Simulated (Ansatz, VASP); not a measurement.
**Pt2Cl: VASP beside Ansatz**

```
Pt Cl
1.0
     3.83658    0.00000    0.00000
    -1.91829    3.32258    0.00000
     0.00000    0.00000    4.14249
Pt Cl
2 1
Direct
  0.33333 0.66667 0.50000
  0.66667 0.33333 0.50000
  0.00000 0.00000 0.00000
```

Alike in both runs: task relaxation of cell and atoms; functional PBE; k mesh 6 × 6 × 4; occupations gaussian, width 0.1 eV; collinear spin.

```csv
,VASP,Ansatz
version,VASP 6.6.1,Ansatz 0.2.0
potentials or method,"VASP PAW PBE potentials, release 64 (Pt, Cl), cutoff 600 eV","scalar-relativistic, plane waves, PAW"
valence electrons in the cell,27,43
```

```csv
,VASP,Ansatz,Ansatz less VASP
"gap on the k mesh at the Fermi level, each at its own relaxed structure (eV)",none,none,-
net moment per atom (μB),0.00,0.00,0.000
relaxed volume (Å³/atom),17.19,17.17,-0.018
relaxed cell length with the largest relative difference (Å),2.653,2.657,+0.0049
```

A gap of «none» marks a metal or a gap that the smearing closes. VASP's potentials hold 27 valence electrons a cell and Ansatz's 43, so a difference there can come from the potentials and not from the codes. Ansatz's warnings: seeded moment not kept.

The k mesh is coarse, so the values compare programs but aren't converged. Spin-orbit coupling is off throughout.
